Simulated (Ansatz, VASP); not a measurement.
**Two plane-wave programs on GaAs**

```
As Ga
1.0
     0.00000    2.76914    2.76914
     2.76914    0.00000    2.76914
     2.76914    2.76914    0.00000
As Ga
1 1
Cartesian
  4.1537 4.1537 4.1537
  0.0000 0.0000 0.0000
```

Alike in both runs: task single point; functional LDA; k mesh 8 × 8 × 8; occupations fermi-dirac, width 0.05 eV; no spin polarisation.

|  | VASP | Ansatz |
| --- | --- | --- |
| version | VASP 6.6.1 | Ansatz 0.2.0 |
| potentials or method | VASP PAW LDA potentials, release 64 (As_d, Ga_d) | PseudoDojo standard (LDA files) |
| plane-wave cutoff (eV) | 510 | 1088 |
| valence electrons in the cell | 28 | 28 |

Ansatz gave:

```
gap on the k mesh at the Fermi level (eV) : 0.75
least direct gap on the mesh (eV)         : 0.75
```

Q: Estimate VASP's values.

A: gap on the k mesh at the Fermi level (eV): 0.80; least direct gap on the mesh (eV): 0.80.

LDA's correlation is that of Perdew and Zunger in VASP and of Perdew and Wang (1992) in Ansatz.
